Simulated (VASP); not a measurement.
# K (P6_3/mmc) in VASP: notebook

Runs on K. Level: PBE. Tasks: relaxation of cell and atoms, single point.

All numbers are computed with VASP 6.6.1; they aren't measurements. Logs are shortened: lines on timing, memory, paths and dates and some standing lists are left out, and cuts for length are marked.

## (1) The cell of the first run

Symmetry: P6_3/mmc, No. 194, hexagonal system. Conventional cell: a = 4.662 Å, b = 4.662 Å, c = 15.854 Å, α = 90.00°, β = 90.00°, γ = 120.00°. Within 5.5 Å of K (site symmetry 3m) lie 10 K at 4.19 to 4.66 Å.

## (2) Relaxation of cell and atoms, PBE

Contents of INCAR:

```
SYSTEM = K
ALGO     = Normal         ! electronic algorithm
EDIFF    = 1E-7           ! SCF threshold, eV
EDIFFG   = -0.01          ! ionic threshold
ENCUT    = 600            ! plane-wave cutoff, eV
GGA      = PE             ! functional
IBRION   = 2              ! ionic algorithm
ISIF     = 3              ! what is computed and relaxed
ISMEAR   = 0              ! smearing method
LASPH    = .TRUE.         ! aspherical terms in the spheres
LCHARG   = .FALSE.        ! write CHGCAR
LREAL    = .FALSE.        ! projectors in reciprocal space
LWAVE    = .FALSE.        ! write WAVECAR
NELM     = 100            ! most SCF steps
NSW      = 100            ! ionic steps
PREC     = Accurate       ! precision mode
SIGMA    = 0.1            ! smearing width, eV
```

Contents of KPOINTS:

```
k-points
0
G
  12 12 4
  0 0 0
```

Contents of POSCAR:

```
K
1.0
    4.6616843685      0.0000000000      0.0000000000
   -2.3308421843      4.0371370876      0.0000000000
    0.0000000000      0.0000000000     15.8541536176
K
4
Direct
    0.3333333333      0.6666666667      0.1179767132
    0.6666666667      0.3333333333      0.6179767132
    0.3333333333      0.6666666667      0.3820232868
    0.6666666667      0.3333333333      0.8820232868
```

Potentials or basis: VASP PAW PBE potentials, release 64 (K_sv).

Launch:

```console
> cat potpaw_PBE.64/K_sv/POTCAR > POTCAR
> mpirun -np 1 vasp_std > vasp.out
```

OUTCAR:

```text
SYSTEM = K
   EDIFF = 1E-7
   EDIFFG = -0.01
   ENCUT = 600
   GGA = PE
   IBRION = 2
   ISIF = 3
   ISMEAR = 0
   LASPH = .TRUE.
   LREAL = .FALSE.
   NELM = 100
   NSW = 100
   PREC = Accurate

 ion  position               nearest neighbor table
   1  0.333  0.667  0.118-
   2  0.667  0.333  0.618-
   3  0.333  0.667  0.382-
   4  0.667  0.333  0.882-

  LATTYP: Found a hexagonal cell.
 ALAT       =     4.6616843685
 C/A-ratio  =     3.4009496063

  Lattice vectors:

 A1 = (   4.6616843685,   0.0000000000,   0.0000000000)
 A2 = (  -2.3308421843,   4.0371370876,   0.0000000000)
 A3 = (   0.0000000000,   0.0000000000,  15.8541536176)

Analysis of symmetry for initial positions (statically):
=====================================================================
 Subroutine PRICEL returns:
 Original cell was already a primitive cell.

 Routine SETGRP: Setting up the symmetry group for a
 hexagonal supercell.

 Subroutine GETGRP returns: Found 24 space group operations
 (whereof 12 operations were pure point group operations)
 out of a pool of 24 trial point group operations.

The static configuration has the point symmetry D_3d.
 The point group associated with its full space group is D_6h.

Analysis of symmetry for dynamics (positions and initial velocities):
=====================================================================
 Subroutine PRICEL returns:
 Original cell was already a primitive cell.

 Routine SETGRP: Setting up the symmetry group for a
 hexagonal supercell.

 Subroutine GETGRP returns: Found 24 space group operations
 (whereof 12 operations were pure point group operations)
 out of a pool of 24 trial point group operations.

The dynamic configuration has the point symmetry D_3d.
 The point group associated with its full space group is D_6h.

 Subroutine INISYM returns: Found 24 space group operations
 (whereof 12 operations are pure point group operations),
 and found     1 'primitive' translations

----------------------------------------------------------------------------------------

                                     Primitive cell

  volume of cell :     298.3729

  direct lattice vectors                    reciprocal lattice vectors
     4.661684368  0.000000000  0.000000000     0.214514738  0.123850142  0.000000000
    -2.330842184  4.037137088  0.000000000     0.000000000  0.247700283  0.000000000
     0.000000000  0.000000000 15.854153618     0.000000000  0.000000000  0.063074953

  length of vectors
     4.661684368  4.661684369 15.854153618     0.247700283  0.247700283  0.063074953

  position of ions in fractional coordinates (direct lattice)
     0.333333333  0.666666667  0.117976713
     0.666666667  0.333333333  0.617976713
     0.333333333  0.666666667  0.382023287
     0.666666667  0.333333333  0.882023287

  ion indices of the primitive-cell ions
   primitive index   ion index
                 1           1
                 2           2
                 3           3
                 4           4

----------------------------------------------------------------------------------------

 KPOINTS: k-points

Automatic generation of k-mesh.
 Grid dimensions read from file:
 generate k-points for:   12   12    4

 Generating k-lattice:

  Cartesian coordinates                     Fractional coordinates (reciprocal lattice)
     0.017876228  0.010320845  0.000000000     0.083333333 -0.000000000  0.000000000
     0.000000000  0.020641690  0.000000000     0.000000000  0.083333333  0.000000000
     0.000000000  0.000000000  0.015768738     0.000000000  0.000000000  0.250000000

  Length of vectors
     0.020641690  0.020641690  0.015768738

  Shift w.r.t. Gamma in fractional coordinates (k-lattice)
     0.000000000  0.000000000  0.000000000

 Subroutine IBZKPT returns following result:
 ===========================================

 Found     57 irreducible k-points:

 Following reciprocal coordinates:
            Coordinates               Weight
  0.000000  0.000000  0.000000      1.000000
  0.083333  0.000000  0.000000      6.000000
  0.166667  0.000000  0.000000      6.000000
  0.250000  0.000000  0.000000      6.000000
  0.333333  0.000000  0.000000      6.000000
  0.416667  0.000000  0.000000      6.000000
[... 16 lines left out ...]
  0.250000  0.000000  0.250000     12.000000
  0.333333  0.000000  0.250000     12.000000
 [... further k-points ...]
   k-points           NKPTS =     57   k-points in BZ     NKDIM =     57   number of bands    NBANDS=     22
   number of dos      NEDOS =    301   number of ions     NIONS =      4
   total plane-waves  NPLWV = 204800
   dimension x,y,z NGX =    40 NGY =   40 NGZ =  128
   dimension x,y,z NGXF=    80 NGYF=   80 NGZF=  256
   ions per type =               4
   NGX,Y,Z   is equivalent  to a cutoff of  14.26, 14.26, 13.42 a.u.
   NGXF,Y,Z  is equivalent  to a cutoff of  28.53, 28.53, 26.84 a.u.
 SYSTEM =  K
   PREC   = accura    normal or accurate (medium, high low for compatibility)
   ISTART =      0    job   : 0-new  1-cont  2-samecut
   ICHARG =      2    charge: 1-file 2-atom 10-const
   ISPIN  =      1    spin polarized calculation?
   LNONCOLLINEAR =      F non collinear calculations
   LSORBIT =      F    spin-orbit coupling
   LASPH  =      T    aspherical Exc in radial PAW
   ENCUT  =  600.0 eV  44.10 Ry    6.64 a.u.   9.31  9.31 31.66*2*pi/ulx,y,z
   NELM   =    100;   NELMIN=  2; NELMDL= -5     # of ELM steps
   EDIFF  = 0.1E-06   stopping-criterion for ELM
   LREAL  =      F    real-space projection
   EDIFFG = -.1E-01   stopping-criterion for IOM
   NSW    =    100    number of steps for IOM
   IBRION =      2    ionic relax: 0-MD 1-quasi-New 2-CG
   NFREE  =      1    steps in history (QN), initial steepest desc. (CG)
   ISIF   =      3    stress and relaxation
   ISYM   =      2    0-nonsym 1-usesym 2-fastsym
   POTIM  = 0.5000    time-step for ionic-motion
   TEBEG  =    0.0;   TEEND  =   0.0 temperature during run
   PSTRESS=    0.0 pullay stress
   NELECT =      36.0000    total number of electrons
   NUPDOWN=      -1.0000    fix difference up-down
   EMIN   =  10.00;   EMAX   =-10.00  energy-range for DOS
   EFERMI =   0.00;   METHOD = LEGACY
   ISMEAR =     0;   SIGMA  =   0.10  broadening in eV -4-tet -1-fermi 0-gaus
   EFERMI_NEDOS =   21; number of points for ismear=-14 and -15
   IALGO  =     38    algorithm
   IMIX   =      4    mixing-type and parameters
     AMIX     =   0.40;   BMIX     =  1.00
     AMIX_MAG =   1.60;   BMIX_MAG =  1.00
  volume/ion in A,a.u.               =      74.59       503.38
  Fermi-wavevector in a.u.,A,eV,Ry     =   0.808952  1.528697  8.903689  0.654403
  Thomas-Fermi vector in A             =   1.917852
   LORBIT       =      0    0 simple, 1 ext, 2 COOP (PROOUT), +10 PAW based schemes
   GGA     = PE    functional components
   LHFCALC =     F    Hartree Fock is set to
   AEXX    =    0.0000 exact exchange contribution
   IVDW    =     0    specifies the selected vdW correction
   LEPSILON=     F    determine dielectric tensor
   LRPA    =     F    only Hartree local field effects (RPA)
 conjugate gradient relaxation of ions
 non-spin polarized calculation
 Gauss-broadening in eV      SIGMA  =   0.10
  energy-cutoff  :      600.00
  volume of cell :      298.37
 maximum number of plane-waves:     10000
 NGX is ok and might be reduce to    40
   NGX = 19   NGY = 19   NGZ = 63

--------------------------------------- Ionic step        1  -------------------------------------------

 number of electron      36.0000000 magnetization

 Free energy of the ion-electron system (eV)
  ---------------------------------------------------
  ext. energy  EPLUGINS =         0.00000000
  ---------------------------------------------------
  free energy    TOTEN  =        -4.07335319 eV

  energy without entropy =       -4.05820867  energy(sigma->0) =       -4.06578093

------------------------ aborting loop because EDIFF is reached ----------------------------------------

  FORCE on cell =-STRESS in cart. coord.  units (eV):
  Direction    XX          YY          ZZ          XY          YZ          ZX
  --------------------------------------------------------------------------------------
  -------------------------------------------------------------------------------------
  Total       -0.0741123     -0.0741123      0.4073254      0.0000000      0.0000000      0.0000000
  in kB       -0.3979619     -0.3979619      2.1872207      0.0000000      0.0000000      0.0000000
  external PRESSURE =       0.4637656 kB  Pullay stress =       0.0000000 kB
[... 137 lines left out ...]
  energy  without entropy=       -4.0590710528  energy(sigma->0) =       -4.06737669

--------------------------------------- Ionic step        5  -------------------------------------------

 number of electron      36.0000001 magnetization

 Free energy of the ion-electron system (eV)
  ---------------------------------------------------
  ext. energy  EPLUGINS =         0.00000000
  ---------------------------------------------------
  free energy    TOTEN  =        -4.07919796 eV

  energy without entropy =       -4.06325243  energy(sigma->0) =       -4.07122519

 E-fermi :  -0.1737     XC(G=0):  -5.5707

 val. band max:       -0.1991773158   @ k =   0.3333   0.0833   0.0000
 cond. band min:      -0.1690602396   @ k =   0.4167   0.0833   0.2500
 fundamental gap:      0.0301170762
 Fermi energy:        -0.1737207427

 k-point     1 :       0.0000    0.0000    0.0000
  band No.  band energies     occupation
      1     -32.3685      2.00000
      2     -32.3666      2.00000
      3     -32.3664      2.00000
      4     -32.3645      2.00000
      5     -15.8942      2.00000
      6     -15.8596      2.00000
[... 574 lines left out ...]
      6     -15.8722      2.00000
[... 14 lines left out ...]
     21       1.4202      0.00000
     22       1.5880      0.00000

 [... further k-points ...]

------------------------ aborting loop because EDIFF is reached ----------------------------------------

  FORCE on cell =-STRESS in cart. coord.  units (eV):
  Direction    XX          YY          ZZ          XY          YZ          ZX
  --------------------------------------------------------------------------------------
  -------------------------------------------------------------------------------------
  Total       -0.0276975     -0.0276975     -0.0135064      0.0000000      0.0000000      0.0000000
  in kB       -0.1462074     -0.1462074     -0.0712963      0.0000000      0.0000000      0.0000000
  external PRESSURE =      -0.1212371 kB  Pullay stress =       0.0000000 kB
[... 19 lines left out ...]
  FREE ENERGIE OF THE ION-ELECTRON SYSTEM (eV)
  ---------------------------------------------------
  free  energy   TOTEN  =        -4.0791979591 eV

  energy  without entropy=       -4.0632524279  energy(sigma->0) =       -4.07122519

 reached required accuracy - stopping structural energy minimisation
```

Run time: 28 min. Hardware: 1 thread of Intel Xeon Platinum 8375C at 2.90GHz (Ice Lake), shared host; peak memory 0.73 GiB.

What came out:

| Item | Value |
| --- | --- |
| Free energy | -4.0792 eV |
| Relaxed volume | 75.88 Å³/atom |
| Relaxed cell | a = 4.638 Å, b = 4.638 Å, c = 16.290 Å, α = 90.00°, β = 90.00°, γ = 120.00° |
| Space group after relaxing (to 0.05 Å) | P6_3/mmc (No. 194) |
| Energy gained by relaxing | 1.5 meV/atom |
| Ionic steps | 5 |
| Pressure after relaxing | 0.0 GPa |
| Band gap on the k mesh | zero (band 18 reaches 0.80 eV, above the bottom of band 19 at -1.58 eV) |

Forces on the atoms (eV/Å):
```
K    0.000  0.000  0.003
K    0.000  0.000  0.003
K    0.000  0.000 -0.003
K    0.000  0.000 -0.003
```

Step by step:
| step | energy change (eV) | largest force (eV/Å) | pressure (GPa) | volume (Å³) |
| --- | --- | --- | --- | --- |
| 1 | 0.0000 | 0.0011 | 0.05 | 298.37 |
| 2 | -0.0019 | 0.0002 | 0.04 | 299.30 |
| 3 | -0.0054 | 0.0017 | 0.00 | 302.06 |
| 4 | -0.0023 | 0.0039 | -0.05 | 307.46 |
| 5 | -0.0058 | 0.0026 | -0.01 | 303.52 |

Final structure:
```cif
data_structure
_symmetry_space_group_name_H-M 'P 1'
_symmetry_Int_Tables_number 1
_cell_length_a 4.6384
_cell_length_b 4.6384
_cell_length_c 16.2900
_cell_angle_alpha 90.000
_cell_angle_beta 90.000
_cell_angle_gamma 120.000
_cell_volume 303.52
loop_
_atom_site_label
_atom_site_type_symbol
_atom_site_fract_x
_atom_site_fract_y
_atom_site_fract_z
_atom_site_occupancy
K1 K 0.33333 0.66667 0.11796 1
K2 K 0.66667 0.33333 0.61796 1
K3 K 0.33333 0.66667 0.38204 1
K4 K 0.66667 0.33333 0.88204 1
```

Levels at points of the mesh, in eV from the Fermi level:
| k point | band 15 | band 16 | band 17 | band 18 | band 19 | band 20 | band 21 | band 22 |
| --- | --- | --- | --- | --- | --- | --- | --- | --- |
| (0.00, 0.00, 0.00) | -15.64 | -15.64 | -2.12 | -1.57 | -1.40 | 0.12 | 0.34 | 2.17 |
| (0.50, 0.00, 0.00) | -15.65 | -15.65 | 0.21 | 0.32 | 0.68 | 0.73 | 0.80 | 0.84 |
| (0.00, 0.00, 0.50) | -15.64 | -15.64 | -1.96 | -1.96 | -0.74 | -0.74 | 1.31 | 1.31 |
| (0.50, 0.00, 0.50) | -15.65 | -15.65 | 0.33 | 0.33 | 0.47 | 0.47 | 1.13 | 1.13 |

## (3) Single point, PBE

This run uses another cell than the first one, of 75.66 Å³/atom, 1.014 times its volume.

Contents of INCAR:

```
SYSTEM = K
PREC = Accurate
ENCUT = 520
EDIFF = 1E-7
ISMEAR = 0
SIGMA = 0.1
LREAL = .False.
LASPH = .True.
NELM = 100
ALGO = Normal
ISIF = 2
LWAVE = .False.
LCHARG = .True.
GGA = PE
LELF = .True.
LVHAR = .True.
NBANDS = 26
```

Contents of KPOINTS:

```
regular mesh
0
Gamma
  12 12 4
  0 0 0
```

Contents of POSCAR:

```
K
1.0
    4.6335523081      0.0000000000      0.0000000000
   -2.3167761541      4.0127740085      0.0000000000
    0.0000000000      0.0000000000     16.2769145058
K
4
Direct
    0.3333333333      0.6666666667      0.1183731395
    0.6666666667      0.3333333333      0.6183731395
    0.3333333333      0.6666666667      0.3816268605
    0.6666666667      0.3333333333      0.8816268605
```

Potentials or basis: VASP PAW PBE potentials, release 64 (K_sv).

Launch:

```console
> cat potpaw_PBE.64/K_sv/POTCAR > POTCAR
> mpirun -np 1 vasp_std > vasp.out
```

Wall time 7.7 min (1 thread of Intel Xeon Platinum 8259CL at 2.50GHz (Skylake/Cascade Lake), shared host); peak memory 0.59 GiB.

The run converged. Its results:

```yaml
Free_energy: -4.0790 eV
Pressure: 0.0 GPa
Band_gap_on_the_k_mesh: zero (band 18 reaches 0.81 eV, above the bottom of band 19 at -1.58 eV)
```

Forces in eV/Å, atoms in the order of the input:
```
K    0.000  0.000 -0.003
K    0.000  0.000 -0.003
K    0.000  0.000  0.003
K    0.000  0.000  0.003
```

Levels at points of the mesh, in eV from the Fermi level:
```tsv
k point	band 14	band 15	band 16	band 17	band 18	band 19	band 20	band 21	band 22	band 23
(0.00, 0.00, 0.00)	-15.64	-15.64	-15.64	-2.13	-1.57	-1.41	0.12	0.33	2.18	2.63
(0.50, 0.00, 0.00)	-15.66	-15.65	-15.65	0.22	0.32	0.68	0.73	0.80	0.83	1.62
(0.00, 0.00, 0.50)	-15.64	-15.64	-15.64	-1.97	-1.97	-0.74	-0.74	1.31	1.31	3.22
(0.50, 0.00, 0.50)	-15.65	-15.65	-15.65	0.33	0.33	0.47	0.47	1.13	1.13	1.53
```
